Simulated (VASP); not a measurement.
The system is In3BiP2.

```
P Bi In
1.0
     4.23740    0.00000    0.00000
    -2.11870    3.66970    0.00000
     0.00000    0.00000   10.37947
P Bi In
2 1 3
Direct
  0.00000 0.00000 0.00000
  0.33333 0.66667 0.33333
  0.66667 0.33333 0.66667
  0.33333 0.66667 0.08333
  0.66667 0.33333 0.41667
  0.00000 0.00000 0.75000
```

| Quantity | Value |
| --- | --- |
| Program | VASP 6.6.1 |
| Task | relaxation of cell and atoms |
| Functional | PBE |
| Potentials or basis | VASP PAW PBE potentials, release 64 (P, Bi_d, In_d) |
| Cutoff | 600 eV |
| k mesh | 6 × 6 × 2 |
| Occupations | fermi-dirac, width 0.02 eV |
| Spin | no spin polarisation |

At the start: pressure 10.0 GPa; volume 26.90 Å³/atom.

Task: Where does the relaxation end?

Result: Over 17 steps the energy falls by 218.3 meV/atom and the volume is 30.58 Å³/atom (+13.7 %); space group P3m1 (No. 156, to 0.1 Å) before and after.

The path:
| step | energy change (eV) | largest force (eV/Å) | pressure (GPa) | volume (Å³) |
| --- | --- | --- | --- | --- |
| 1 | 0.0000 | 2.7219 | 9.98 | 161.40 |
| 2 | -0.8799 | 0.7541 | -3.36 | 203.79 |
| 3 | -1.0054 | 1.1354 | -0.98 | 190.47 |
| 4 | -1.1208 | 0.7381 | -0.54 | 187.71 |
| 5 | -1.1905 | 1.4571 | 1.42 | 179.60 |
| 6 | -1.2202 | 0.9754 | 0.52 | 182.74 |
| 7 | -1.2936 | 0.3104 | 0.07 | 183.60 |
| 8 | -1.2997 | 0.2684 | -0.05 | 183.90 |
| 9 | -1.3092 | 0.0621 | -0.08 | 183.78 |
| 10 | -1.3095 | 0.0264 | -0.07 | 183.76 |
| 11 | -1.3095 | 0.0229 | -0.07 | 183.76 |
| 12 | -1.3096 | 0.0116 | 0.02 | 183.33 |
| 13 | -1.3096 | 0.0145 | 0.02 | 183.40 |
| 14 | -1.3096 | 0.0152 | 0.02 | 183.43 |
| 15 | -1.3097 | 0.0091 | 0.00 | 183.44 |
| 16 | -1.3097 | 0.0083 | 0.01 | 183.45 |
| 17 | -1.3097 | 0.0041 | 0.00 | 183.48 |

Final structure:
```cif
data_structure
_symmetry_space_group_name_H-M 'P 1'
_symmetry_Int_Tables_number 1
_cell_length_a 4.4038
_cell_length_b 4.4038
_cell_length_c 10.9249
_cell_angle_alpha 90.000
_cell_angle_beta 90.000
_cell_angle_gamma 120.000
_cell_volume 183.48
loop_
_atom_site_label
_atom_site_type_symbol
_atom_site_fract_x
_atom_site_fract_y
_atom_site_fract_z
_atom_site_occupancy
P1 P 0.00000 0.00000 0.01471 1
P2 P 0.33333 0.66667 0.32209 1
Bi1 Bi 0.66667 0.33333 0.66059 1
In1 In 0.33333 0.66667 0.08356 1
In2 In 0.66667 0.33333 0.38931 1
In3 In 0.00000 0.00000 0.77974 1
```
